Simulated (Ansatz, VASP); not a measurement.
**Two plane-wave programs on C**

The input INCAR:

```
PREC = Accurate ; ENCUT = 520
EDIFF = 1E-7 ; ISMEAR = 0
SIGMA = 0.02 ; LREAL = F
LASPH = T ; NELM = 60
ALGO = Normal ; ISIF = 2
LWAVE = F ; LCHARG = F
GGA = PE ; NBANDS = 11
```

KPOINTS

```
Automatic mesh
0
Gamma
  10 10 10
```

Contents of POSCAR:

```
C
1.0
    0.0000000000      1.8012037000      1.7482305656
    1.8012037000      0.0000000000      1.7482305656
    1.8012037000      1.8012037000      0.0000000000
C
2
Direct
    0.0000000000      0.0000000000      0.0000000000
    0.2500000000      0.2500000000      0.2500000000
```

Input for Ansatz:

```yaml
crystal:
  lattice:
    - [0.0, 1.8012036999999999, 1.7482305656308204]
    - [1.8012036999999999, 0.0, 1.7482305656308204]
    - [1.8012036999999999, 1.8012036999999999, 0.0]
  atoms:
    - { symbol: C, position: [0.0, 0.0, 0.0] }
    - { symbol: C, position: [0.25, 0.25, 0.25] }
basis:
  ecutwfc: 571.4391111657479
kpoints:
  mp_grid:
    grid: [10, 10, 10]
hamiltonian:
  pseudopotentials:
    kind: paw
scf:
  occupations:
    method: gaussian
    width: 0.02
output:
  stress: true
```

Alike in both runs: task single point; functional PBE; k mesh 10 × 10 × 10; occupations gaussian, width 0.02 eV; no spin polarisation.

|  | VASP | Ansatz |
| --- | --- | --- |
| version | VASP 6.6.1 | Ansatz 0.2.0 |
| potentials or method | VASP PAW PBE potentials, release 64 (C), cutoff 520 eV | plane waves, PAW |
| valence electrons in the cell | 8 | 8 |

|  | VASP | Ansatz | Ansatz less VASP |
| --- | --- | --- | --- |
| pressure (GPa) | 2.5 | 1.8 | -0.67 |
| traceless stress, the component that is largest in VASP (GPa) | 17.94 | 17.95 | +0.012 |
